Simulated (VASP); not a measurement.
# SiGe5 (F-43m) in VASP: further runs, part 2 of 2

VASP 6.6.1. Earlier steps stand in the parts before.

## 5. Single point, PBE

This run uses another cell than the first one, of 19.78 Å³/atom, 1.132 times its volume.

INCAR

```
  PREC = Accurate
  ENCUT = 520
  EDIFF = 1E-7
  ISMEAR = 0
  SIGMA = 0.1
  LREAL = F
  LASPH = T
  NELM = 60
  ALGO = Normal
  ISIF = 2
  LWAVE = F
  LCHARG = T
  GGA = PE
  LELF = T
  LVHAR = T
  NBANDS = 46
```

KPOINTS

```
regular mesh
0
Gamma
  8 8 8
```

POSCAR

```
SiGe5
1.0
    0.0000000000      3.9002723792      3.9002723792
    3.9002723792      0.0000000000      3.9002723792
    3.9002723792      3.9002723792      0.0000000000
Si Ge
1 5
Direct
    0.0000000000      0.0000000000      0.0000000000
    0.2500000000      0.2500000000      0.2500000000
    0.6251973528      0.6251973528      0.6251973528
    0.1244079417      0.6251973528      0.6251973528
    0.6251973528      0.1244079417      0.6251973528
    0.6251973528      0.6251973528      0.1244079417
```

Potentials or basis: VASP PAW PBE potentials, release 64 (Si, Ge_d).

Launch:

```console
> cat potpaw_PBE.64/Si/POTCAR potpaw_PBE.64/Ge_d/POTCAR > POTCAR
> mpirun -np 1 vasp_std > vasp.out
```

OUTCAR:

```text
PREC = Accurate
   ENCUT = 520
   EDIFF = 1E-7
   ISMEAR = 0
   LREAL = F
   LASPH = T
   NELM = 60
   ISIF = 2
   GGA = PE

 ion  position               nearest neighbor table
   1  0.000  0.000  0.000-
   2  0.250  0.250  0.250-
   3  0.625  0.625  0.625-   4 2.75   5 2.75   6 2.75   6 2.76   5 2.76   4 2.76
   4  0.124  0.625  0.625-   3 2.75   5 2.75   6 2.75   3 2.76   6 2.76   5 2.76
   5  0.625  0.124  0.625-   3 2.75   4 2.75   6 2.75   6 2.76   3 2.76   4 2.76
   6  0.625  0.625  0.124-   3 2.75   4 2.75   5 2.75   3 2.76   5 2.76   4 2.76

  LATTYP: Found a face centered cubic cell.
 ALAT       =     7.8005447584

  Lattice vectors:

 A1 = (   0.0000000000,   3.9002723792,   3.9002723792)
 A2 = (   3.9002723792,   0.0000000000,   3.9002723792)
 A3 = (   3.9002723792,   3.9002723792,   0.0000000000)

Analysis of symmetry for initial positions (statically):
=====================================================================
 Subroutine PRICEL returns:
 Original cell was already a primitive cell.

 Routine SETGRP: Setting up the symmetry group for a
 face centered cubic supercell.

 Subroutine GETGRP returns: Found 24 space group operations
 (whereof 24 operations were pure point group operations)
 out of a pool of 48 trial point group operations.

The static configuration has the point symmetry T_d .

Analysis of symmetry for dynamics (positions and initial velocities):
=====================================================================
 Subroutine PRICEL returns:
 Original cell was already a primitive cell.

 Routine SETGRP: Setting up the symmetry group for a
 face centered cubic supercell.

 Subroutine GETGRP returns: Found 24 space group operations
 (whereof 24 operations were pure point group operations)
 out of a pool of 48 trial point group operations.

The dynamic configuration has the point symmetry T_d .

[... 120 lines left out ...]
   EFERMI =   0.00;   METHOD = LEGACY
   ISMEAR =     0;   SIGMA  =   0.10  broadening in eV -4-tet -1-fermi 0-gaus
   EFERMI_NEDOS =   21; number of points for ismear=-14 and -15
   IALGO  =     38    algorithm
   IMIX   =      4    mixing-type and parameters
     AMIX     =   0.40;   BMIX     =  1.00
     AMIX_MAG =   1.60;   BMIX_MAG =  1.00
  volume/ion in A,a.u.               =      19.78       133.46
  Fermi-wavevector in a.u.,A,eV,Ry     =   1.398665  2.643094 26.616596  1.956265
  Thomas-Fermi vector in A             =   2.521801
   LORBIT       =      0    0 simple, 1 ext, 2 COOP (PROOUT), +10 PAW based schemes
   GGA     = PE    functional components
   LHFCALC =     F    Hartree Fock is set to
   AEXX    =    0.0000 exact exchange contribution
   IVDW    =     0    specifies the selected vdW correction
   LEPSILON=     F    determine dielectric tensor
   LRPA    =     F    only Hartree local field effects (RPA)
 non-spin polarized calculation
 Gauss-broadening in eV      SIGMA  =   0.10
  energy-cutoff  :      520.00
  volume of cell :      118.66
 maximum number of plane-waves:      3250
 NGX is ok and might be reduce to    42
   NGX = 21   NGY = 21   NGZ = 21

 number of electron      74.0000020 magnetization

 Free energy of the ion-electron system (eV)
  ---------------------------------------------------
  ext. energy  EPLUGINS =         0.00000000
  ---------------------------------------------------
  free energy    TOTEN  =       -24.67728033 eV

  energy without entropy =      -24.66369385  energy(sigma->0) =      -24.67048709

 E-fermi :   6.3585     XC(G=0): -10.8551

 val. band max:        6.3308065706   @ k =   0.5000   0.0000   0.0000
 cond. band min:       6.3874658783   @ k =   0.5000   0.2500   0.0000
 fundamental gap:      0.0566593077
 Fermi energy:         6.3585173911

 k-point     1 :       0.0000    0.0000    0.0000
  band No.  band energies     occupation
      1     -18.5547      2.00000
      2     -18.5547      2.00000
      3     -18.5542      2.00000
      4     -18.5542      2.00000
      5     -18.5542      2.00000
      6     -18.5148      2.00000
[... 1165 lines left out ...]
     45      10.5703      0.00000
     46      10.9532      0.00000

 [... further k-points ...]
[... 5 lines left out ...]
  --------------------------------------------------------------------------------------
  -------------------------------------------------------------------------------------
  Total        0.0365807      0.0365807      0.0365807      0.0000000      0.0000000      0.0000000
  in kB        0.4939100      0.4939100      0.4939100      0.0000000      0.0000000      0.0000000
  external PRESSURE =       0.4939100 kB  Pullay stress =       0.0000000 kB

 VOLUME and BASIS-vectors are now :
 -----------------------------------------------------------------------------
  energy-cutoff  :      520.00
  volume of cell :      118.66
      direct lattice vectors                 reciprocal lattice vectors
     0.000000000  3.900272379  3.900272379    -0.128196175  0.128196175  0.128196175
     3.900272379  0.000000000  3.900272379     0.128196175 -0.128196175  0.128196175
     3.900272379  3.900272379  0.000000000     0.128196175  0.128196175 -0.128196175

 POSITION                                       TOTAL-FORCE (eV/Angst)
 -----------------------------------------------------------------------------------
      0.00000      0.00000      0.00000         0.000000     -0.000000     -0.000000
      1.95014      1.95014      1.95014         0.000000     -0.000000     -0.000000
      4.87688      4.87688      4.87688        -0.000449     -0.000449     -0.000449
      4.87688      2.92366      2.92366        -0.000449      0.000449      0.000449
      2.92366      4.87688      2.92366         0.000449     -0.000449      0.000449
      2.92366      2.92366      4.87688         0.000449      0.000449     -0.000449
 -----------------------------------------------------------------------------------
    total drift:                               -0.000000     -0.000000     -0.000000

  FREE ENERGIE OF THE ION-ELECTRON SYSTEM (eV)
  ---------------------------------------------------
  free  energy   TOTEN  =       -24.6772803315 eV

  energy  without entropy=      -24.6636938495  energy(sigma->0) =      -24.67048709
```

It took 4.9 min on 1 thread of AMD EPYC 7R43 (Zen 3), shared host; peak memory 0.27 GiB.

Results:

| Item | Value |
| --- | --- |
| Free energy | -24.6773 eV |
| Pressure | 0.0 GPa |
| Band gap on the k mesh | zero (band 37 reaches 6.72 eV, above the bottom of band 38 at 4.93 eV) |

## 6. Relaxation of cell and atoms, PBE

INCAR

```
  PREC = Accurate
  ENCUT = 600
  EDIFF = 1E-6
  ISMEAR = 0
  SIGMA = 0.1
  LREAL = F
  LASPH = T
  NELM = 60
  ALGO = Normal
  ISIF = 3
  LWAVE = F
  LCHARG = F
  GGA = PE
  IBRION = 2
  NSW = 90
  EDIFFG = -0.04
```

KPOINTS

```
Automatic mesh
0
Gamma
  4 4 4
```

POSCAR

```
SiGe5
1.0
    0.0000000000      3.7427176600      3.7427176600
    3.7427176600      0.0000000000      3.7427176600
    3.7427176600      3.7427176600      0.0000000000
Si Ge
1 5
Direct
    0.0000000000      0.0000000000      0.0000000000
    0.7500000000      0.7500000000      0.7500000000
    0.3759736600      0.3759736600      0.8720790100
    0.3759736600      0.8720790100      0.3759736600
    0.3759736600      0.3759736600      0.3759736600
    0.8720790100      0.3759736600      0.3759736600
```

Potentials or basis: VASP PAW PBE potentials, release 64 (Si, Ge_d).

Launch:

```console
> cat potpaw_PBE.64/Si/POTCAR potpaw_PBE.64/Ge_d/POTCAR > POTCAR
> mpirun -np 1 vasp_std > vasp.out
```

Wall time 3.3 min (1 thread of AMD EPYC 7R43 (Zen 3), shared host); peak memory 0.23 GiB.

It converged, with:

```
Free energy                            : -24.4139 eV
Relaxed volume                         : 19.85 Å³/atom
Relaxed cell                           : a = 5.522 Å, b = 5.522 Å, c = 5.522 Å, α = 60.00°, β = 60.00°, γ = 60.00°
Space group after relaxing (to 0.05 Å) : F-43m (No. 216)
Energy gained by relaxing              : 69.5 meV/atom
Ionic steps                            : 3
Pressure after relaxing                : 0.1 GPa
Largest force after relaxing           : 0.005 eV/Å
Band gap on the k mesh                 : zero (band 37 reaches 6.67 eV, above the bottom of band 38 at 4.94 eV)
```

Forces on the atoms (eV/Å):
```
Si   0.000  0.000  0.000
Ge   0.000  0.000  0.000
Ge   0.003  0.003 -0.003
Ge   0.003 -0.003  0.003
Ge  -0.003 -0.003 -0.003
Ge  -0.003  0.003  0.003
```

The path:
```
step  energy change (eV)  largest force (eV/Å)  pressure (GPa)  volume (Å³)
   1              0.0000                0.3856           10.23       104.86
   2             -0.3994                0.0448           -1.67       122.72
   3             -0.4169                0.0049            0.11       119.08
```

Final structure:
```cif
data_structure
_symmetry_space_group_name_H-M 'P 1'
_symmetry_Int_Tables_number 1
_cell_length_a 5.5223
_cell_length_b 5.5223
_cell_length_c 5.5223
_cell_angle_alpha 60.000
_cell_angle_beta 60.000
_cell_angle_gamma 60.000
_cell_volume 119.08
loop_
_atom_site_label
_atom_site_type_symbol
_atom_site_fract_x
_atom_site_fract_y
_atom_site_fract_z
_atom_site_occupancy
Si1 Si 0.00000 0.00000 0.00000 1
Ge1 Ge 0.75000 0.75000 0.75000 1
Ge2 Ge 0.37480 0.37480 0.87559 1
Ge3 Ge 0.37480 0.87559 0.37480 1
Ge4 Ge 0.37480 0.37480 0.37480 1
Ge5 Ge 0.87559 0.37480 0.37480 1
```

Levels at points of the mesh, in eV from the Fermi level:
```
           k point  band 34  band 35  band 36  band 37  band 38  band 39  band 40  band 41
(0.00, 0.00, 0.00)    -4.24    -4.24    -1.72    -1.72    -1.40    -1.40    -1.40     4.16
(0.50, 0.00, 0.00)    -3.00    -0.63    -0.57    -0.57    -0.05    -0.05     2.29     2.45
(0.50, 0.50, 0.00)    -1.15    -1.15     0.33     0.33     0.70     0.81     1.23     1.40
```

Caveat: the k points lie up to 0.35 Å⁻¹ apart in the final cell.

## 7. Summary

```csv
task,cell,k mesh,cutoff (eV),gap on the mesh (eV),pressure (GPa),largest force (eV/Å)
single point,"a = 5.293 Å, angles 60.0°, 6 atoms",4 × 4 × 4,520,none,10.1,0.39
single point,"a = 5.523 Å, angles 60.0°, 6 atoms",4 × 4 × 4,520,none,0.0,0.03
single point,"a = 5.516 Å, angles 60.0°, 6 atoms",8 × 8 × 8,520,none,0.0,-
relaxation of cell and atoms,"relaxed from a = 5.293 Å, angles 60.0°, 6 atoms",4 × 4 × 4,600,none,0.1,-
```

Alike in all rows: level PBE; potentials or basis VASP PAW PBE potentials, release 64 (Si, Ge_d); no spin polarisation; smearing gaussian 0.1 eV.

Caveats: some runs use coarse meshes.

Absolute energies hang on the potentials; compare differences alone.
